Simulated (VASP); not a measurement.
A run of VASP 6.6.1 is set up as follows.

The input INCAR:

```
SYSTEM = MgB2
PREC     = Accurate       ! precision mode
ENCUT    = 520            ! plane-wave cutoff, eV
EDIFF    = 1E-6           ! SCF threshold, eV
ISMEAR   = -1             ! smearing method
SIGMA    = 0.05           ! smearing width, eV
LREAL    = .FALSE.        ! projectors in reciprocal space
LASPH    = .TRUE.         ! aspherical terms in the spheres
NELM     = 100            ! most SCF steps
ALGO     = Normal         ! electronic algorithm
ISIF     = 2              ! what is computed and relaxed
LWAVE    = .FALSE.        ! write WAVECAR
LCHARG   = .FALSE.        ! write CHGCAR
GGA      = PE             ! functional
NBANDS   = 11             ! bands
```

KPOINTS

```
regular mesh
0
G
  10 10 8
  0 0 0
```

Contents of POSCAR:

```
MgB2
1.0
    3.1455055572      0.0000000000      0.0000000000
   -1.5727527786      2.7240877203      0.0000000000
    0.0000000000      0.0000000000      3.5920959734
Mg B
1 2
Direct
    0.0000000000      0.0000000000      0.0000000000
    0.6666666667      0.3333333333      0.5000000000
    0.3333333333      0.6666666667      0.5000000000
```

Potentials or basis: VASP PAW PBE potentials, release 64 (Mg, B).

The run is started by

```sh
$ cat potpaw_PBE.64/Mg/POTCAR potpaw_PBE.64/B/POTCAR > POTCAR
$ mpirun -np 1 vasp_std > vasp.out
```

Question: Estimate the pressure.

Answer: -9.0 GPa.

Question: Estimate the band gap on the k mesh.

Answer: Zero (band 4 reaches 5.96 eV, above the bottom of band 5 at 3.60 eV).

Stress tensor (GPa, compression positive):
```
-9.96  0.00  0.00
 0.00 -9.96  0.00
 0.00  0.00 -6.97
```
